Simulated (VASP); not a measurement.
# Si2Ni (Fm-3m) in VASP: a series of runs, part 2 of 2

VASP 6.6.1.

### Step 4. Relaxation of cell and atoms, BLYP, collinear spin, ferromagnetic start

INCAR reads:

```
SYSTEM = Si2Ni
PREC = Accurate
ENCUT = 600
EDIFF = 1E-6
ISMEAR = -1
SIGMA = 0.05
LREAL = .FALSE.
LASPH = .TRUE.
NELM = 150
ALGO = Normal
ISIF = 3
LWAVE = .FALSE.
LCHARG = .FALSE.
ISPIN = 2
MAGMOM = 1 0 0
LORBIT = 11
LMAXMIX = 4
GGA = B5
ALDAX = 1.0
AGGAX = 1.0
AGGAC = 1.0
ALDAC = 0.0
IBRION = 2
NSW = 60
EDIFFG = -0.01
```

KPOINTS reads:

```
regular mesh
0
G
  9 9 9
  0 0 0
```

POSCAR reads:

```
Si2Ni
1.0
    0.0000000000      2.7030000000      2.7030000000
    2.7030000000      0.0000000000      2.7030000000
    2.7030000000      2.7030000000      0.0000000000
Ni Si
1 2
Direct
    0.0000000000      0.0000000000      0.0000000000
    0.7500000000      0.7500000000      0.7500000000
    0.2500000000      0.2500000000      0.2500000000
```

Potentials or basis: VASP PAW PBE potentials, release 64 (Ni, Si).

On the command line:

```
$ cat potpaw_PBE.64/Ni/POTCAR potpaw_PBE.64/Si/POTCAR > POTCAR
$ mpirun -np 1 vasp_std > vasp.out
```

OUTCAR:

```text
SYSTEM = Si2Ni
   PREC = Accurate
   ENCUT = 600
   EDIFF = 1E-6
   ISMEAR = -1
   LREAL = .FALSE.
   LASPH = .TRUE.
   NELM = 150
   ISIF = 3
   ISPIN = 2
   LORBIT = 11
   GGA = B5
   IBRION = 2
   NSW = 60
   EDIFFG = -0.01

 ion  position               nearest neighbor table
   1  0.000  0.000  0.000-   2 2.34   2 2.34   3 2.34   3 2.34   2 2.34   2 2.34   3 2.34   3 2.34

   2  0.750  0.750  0.750-   1 2.34   1 2.34   1 2.34   1 2.34   3 2.70   3 2.70   3 2.70   3 2.70
                             3 2.70   3 2.70
   3  0.250  0.250  0.250-   1 2.34   1 2.34   1 2.34   1 2.34   2 2.70   2 2.70   2 2.70   2 2.70
                             2 2.70   2 2.70

  LATTYP: Found a face centered cubic cell.
 ALAT       =     5.4060000000

  Lattice vectors:

 A1 = (   0.0000000000,   2.7030000000,   2.7030000000)
 A2 = (   2.7030000000,   0.0000000000,   2.7030000000)
 A3 = (   2.7030000000,   2.7030000000,   0.0000000000)

Analysis of symmetry for initial positions (statically):
[... 1110 lines left out ...]
 E-fermi :   9.6626     XC(G=0): -10.5582

 val. band max:        9.5282659713   @ k =   0.3333   0.2222   0.0000
 cond. band min:       9.7333331165   @ k =  -0.4444   0.4444   0.1111
 fundamental gap:      0.2050671451
 Fermi energy:         9.6625569787

 spin component 1

 k-point     1 :       0.0000    0.0000    0.0000
  band No.  band energies     occupation
      1      -3.2681      1.00000
      2       5.0756      1.00000
      3       5.0756      1.00000
      4       5.0756      1.00000
      5       6.6713      1.00000
      6       6.6713      1.00000
      7       8.6338      1.00000
      8      11.3739      0.00000
      9      11.3739      0.00000
     10      11.3739      0.00000
     11      12.2826      0.00000
     12      12.2826      0.00000
[... 835 lines left out ...]
  FREE ENERGIE OF THE ION-ELECTRON SYSTEM (eV)
  ---------------------------------------------------
  free  energy   TOTEN  =       -14.4587454416 eV

  energy  without entropy=      -14.4546814559  energy(sigma->0) =      -14.45671345

 reached required accuracy - stopping structural energy minimisation

 total charge

# of ion       s       p       d       tot
------------------------------------------
    1        0.522   0.682   8.444   9.648
    2        0.771   0.801   0.000   1.572
    3        0.771   0.801   0.000   1.572
--------------------------------------------------
tot          2.065   2.283   8.444  12.792

 magnetization (x)

# of ion       s       p       d       tot
------------------------------------------
    1       -0.000  -0.000   0.000   0.000
    2       -0.000  -0.000   0.000  -0.000
    3       -0.000  -0.000   0.000  -0.000
--------------------------------------------------
tot         -0.000  -0.000   0.000  -0.000
```

CONTCAR:

```text
Si2Ni
   1.00000000000000
    -0.0000000000000000    2.7772429570216390    2.7772429570216390
     2.7772429570216390   -0.0000000000000000    2.7772429570216390
     2.7772429570216390    2.7772429570216390   -0.0000000000000000
  Ni              Si
     1     2
Direct
     0.0000000000000000    0.0000000000000000    0.0000000000000000
     0.7500000000000000    0.7500000000000000    0.7500000000000000
     0.2500000000000000    0.2500000000000000    0.2500000000000000

  0.00000000E+00  0.00000000E+00  0.00000000E+00
  0.00000000E+00  0.00000000E+00  0.00000000E+00
  0.00000000E+00  0.00000000E+00  0.00000000E+00
```

It took 2.6 min on 1 thread of Intel Xeon Platinum 8259CL at 2.50GHz (Skylake/Cascade Lake), shared host; peak memory 0.22 GiB.

What came out:

```
Free energy                                           : -14.4587 eV
Relaxed volume                                        : 14.28 Å³/atom
Relaxed cell                                          : a = 3.928 Å, b = 3.928 Å, c = 3.928 Å, α = 60.00°, β = 60.00°, γ = 60.00°
Space group after relaxing (to 0.05 Å)                : Fm-3m (No. 225)
Energy gained by relaxing                             : 37.5 meV/atom
Ionic steps                                           : 3
Pressure after relaxing                               : 0.0 GPa
Band gap on the k mesh                                : zero (filled and empty bands overlap)
Net moment                                            : 0.00 μB per cell
Valence electrons inside the program's atomic spheres : Ni 9.65; Si 1.57
```

Step by step:
```tsv
step	energy change (eV)	largest force (eV/Å)	pressure (GPa)	volume (Å³)
1	0.0000	0.0000	11.64	39.50
2	-0.0678	0.0000	-5.68	45.22
3	-0.1126	0.0000	-0.03	42.84
```

Final structure:
```cif
data_structure
_symmetry_space_group_name_H-M 'P 1'
_symmetry_Int_Tables_number 1
_cell_length_a 3.9276
_cell_length_b 3.9276
_cell_length_c 3.9276
_cell_angle_alpha 60.000
_cell_angle_beta 60.000
_cell_angle_gamma 60.000
_cell_volume 42.84
loop_
_atom_site_label
_atom_site_type_symbol
_atom_site_fract_x
_atom_site_fract_y
_atom_site_fract_z
_atom_site_occupancy
Ni1 Ni 0.00000 0.00000 0.00000 1
Si1 Si 0.75000 0.75000 0.75000 1
Si2 Si 0.25000 0.25000 0.25000 1
```

Caveat: the PAW data sets were made with another functional, which shifts forces and pressure a little. Zero-point motion and thermal expansion aren't in these numbers.

### Step 5. Single point, PBE, collinear spin, ferromagnetic start

This run uses another cell than the first one, of 13.50 Å³/atom, 1.025 times its volume.

INCAR reads:

```
  ALGO = Normal
  EDIFF = 1E-7
  ENCUT = 520
  GGA = PE
  ISIF = 2
  ISMEAR = -1
  ISPIN = 2
  LASPH = T
  LCHARG = T
  LELF = T
  LMAXMIX = 4
  LORBIT = 11
  LREAL = F
  LVHAR = T
  LWAVE = F
  MAGMOM = 1 0 0
  NBANDS = 20
  NELM = 150
  PREC = Accurate
  SIGMA = 0.05
```

KPOINTS reads:

```
k-points
0
Gamma
  9 9 9
```

POSCAR reads:

```
Si2Ni
1.0
    0.0000000000      2.7257693627      2.7257693627
    2.7257693627      0.0000000000      2.7257693627
    2.7257693627      2.7257693627      0.0000000000
Ni Si
1 2
Direct
    0.0000000000      0.0000000000      0.0000000000
    0.7500000000      0.7500000000      0.7500000000
    0.2500000000      0.2500000000      0.2500000000
```

On the command line:

```
$ cat potpaw_PBE.64/Ni/POTCAR potpaw_PBE.64/Si/POTCAR > POTCAR
$ mpirun -np 1 vasp_std > vasp.out
```

Wall time 42 s (1 thread of Intel Xeon 6975P-C (Granite Rapids), shared host); peak memory 0.21 GiB.

It converged, with:

* Free energy: -17.3759 eV
* Pressure: -0.1 GPa
* Band gap on the k mesh: zero (filled and empty bands overlap)
* Net moment: 0.00 μB per cell
* Valence electrons inside the program's atomic spheres: Ni 9.74; Si 1.57

Levels at points of the mesh, in eV from the Fermi level:
Spin up:
| k point | band 5 | band 6 | band 7 | band 8 | band 9 | band 10 | band 11 | band 12 | band 13 | band 14 |
| --- | --- | --- | --- | --- | --- | --- | --- | --- | --- | --- |
| (0.00, 0.00, 0.00) | -3.37 | -3.37 | -0.49 | 1.67 | 1.67 | 1.67 | 2.33 | 2.33 | 2.33 | 4.67 |
Spin down:
```tsv
k point	band 7	band 8	band 9	band 10	band 11	band 12
(0.00, 0.00, 0.00)	-0.49	1.67	1.67	1.67	2.33	2.33
```

### Step 6. Relaxation of cell and atoms, PBE, collinear spin, ferromagnetic start

INCAR reads:

```
PREC     = Accurate       # precision mode
ENCUT    = 600            # plane-wave cutoff, eV
EDIFF    = 1E-6           # SCF threshold, eV
ISMEAR   = -1             # smearing method
SIGMA    = 0.05           # smearing width, eV
LREAL    = F              # projectors in reciprocal space
LASPH    = T              # aspherical terms in the spheres
NELM     = 150            # most SCF steps
ALGO     = Normal         # electronic algorithm
ISIF     = 3              # what is computed and relaxed
LWAVE    = F              # write WAVECAR
LCHARG   = F              # write CHGCAR
ISPIN    = 2              # spin polarisation
MAGMOM   = 1 0 0          # initial moments
LORBIT   = 11             # projections on sites
LMAXMIX  = 4              # l up to which the mixer works
GGA      = PE             # functional
IBRION   = 2              # ionic algorithm
NSW      = 60             # ionic steps
EDIFFG   = -0.01          # ionic threshold
```

KPOINTS reads:

```
regular mesh
0
Gamma
  9 9 9
```

POSCAR reads:

```
Si2Ni
1.0
    0.0000000000      2.7030000000      2.7030000000
    2.7030000000      0.0000000000      2.7030000000
    2.7030000000      2.7030000000      0.0000000000
Ni Si
1 2
Direct
    0.0000000000      0.0000000000      0.0000000000
    0.7500000000      0.7500000000      0.7500000000
    0.2500000000      0.2500000000      0.2500000000
```

Potentials or basis: VASP PAW PBE potentials, release 64 (Ni, Si).

On the command line:

```
$ cat potpaw_PBE.64/Ni/POTCAR potpaw_PBE.64/Si/POTCAR > POTCAR
$ mpirun -np 1 vasp_std > vasp.out
```

Wall time 47 s (1 thread of Intel Xeon 6975P-C (Granite Rapids), shared host); peak memory 0.22 GiB.

It converged, with:

- Free energy: -17.3756 eV
- Relaxed volume: 13.50 Å³/atom
- Relaxed cell: a = 3.855 Å, b = 3.855 Å, c = 3.855 Å, α = 60.00°, β = 60.00°, γ = 60.00°
- Space group after relaxing (to 0.05 Å): Fm-3m (No. 225)
- Energy gained by relaxing: 3.8 meV/atom
- Ionic steps: 3
- Pressure after relaxing: 0.1 GPa
- Band gap on the k mesh: zero (filled and empty bands overlap)
- Net moment: 0.00 μB per cell
- Valence electrons inside the program's atomic spheres: Ni 9.74; Si 1.57

Step by step:
```csv
step,energy change (eV),largest force (eV/Å),pressure (GPa),volume (Å³)
1,0.0000,0.0000,3.69,39.50
2,-0.0052,0.0000,-2.68,41.26
3,-0.0114,0.0000,0.05,40.50
```

Final structure:
```cif
data_structure
_symmetry_space_group_name_H-M 'P 1'
_symmetry_Int_Tables_number 1
_cell_length_a 3.8548
_cell_length_b 3.8548
_cell_length_c 3.8548
_cell_angle_alpha 60.000
_cell_angle_beta 60.000
_cell_angle_gamma 60.000
_cell_volume 40.50
loop_
_atom_site_label
_atom_site_type_symbol
_atom_site_fract_x
_atom_site_fract_y
_atom_site_fract_z
_atom_site_occupancy
Ni1 Ni 0.00000 0.00000 0.00000 1
Si1 Si 0.75000 0.75000 0.75000 1
Si2 Si 0.25000 0.25000 0.25000 1
```

Levels at points of the mesh, in eV from the Fermi level:
Spin up:
```tsv
k point	band 6	band 7	band 8	band 9	band 10	band 11	band 12	band 13
(0.00, 0.00, 0.00)	-3.37	-0.49	1.67	1.67	1.67	2.33	2.33	2.33
```
Spin down:
| k point | band 7 | band 8 | band 9 | band 10 | band 11 | band 12 |
| --- | --- | --- | --- | --- | --- | --- |
| (0.00, 0.00, 0.00) | -0.49 | 1.67 | 1.67 | 1.67 | 2.33 | 2.33 |

PBE usually gives volumes a little too large and moduli too small. Zero-point motion and thermal expansion aren't in these numbers.

### Step 7. The runs side by side

```tsv
task	level	cell	cutoff (eV)	smearing	gap on the mesh (eV)	pressure (GPa)	moment (μB)	relaxed volume (Å³/atom)
single point	PBE	a = 3.823 Å, angles 60.0°, 3 atoms	520	gaussian 0.027 eV	none	3.9	0.00	-
single point	BLYP	a = 3.923 Å, angles 60.0°, 3 atoms	520	fermi-dirac 0.05 eV	none	0.4	0.00	-
relaxation of cell and atoms	BLYP	relaxed from a = 3.823 Å, angles 60.0°, 3 atoms	600	fermi-dirac 0.05 eV	none	0.0	0.00	14.28
single point	PBE	a = 3.855 Å, angles 60.0°, 3 atoms	520	fermi-dirac 0.05 eV	none	-0.1	0.00	-
relaxation of cell and atoms	PBE	relaxed from a = 3.823 Å, angles 60.0°, 3 atoms	600	fermi-dirac 0.05 eV	none	0.1	0.00	13.50
```

Alike in all rows: potentials or basis VASP PAW PBE potentials, release 64 (Ni, Si); spin collinear, ferromagnetic start; k mesh 9 × 9 × 9.

Caveats: the PAW data sets were made with another functional, which shifts forces and pressure a little (some runs).

Absolute energies hang on the potentials; compare differences alone.
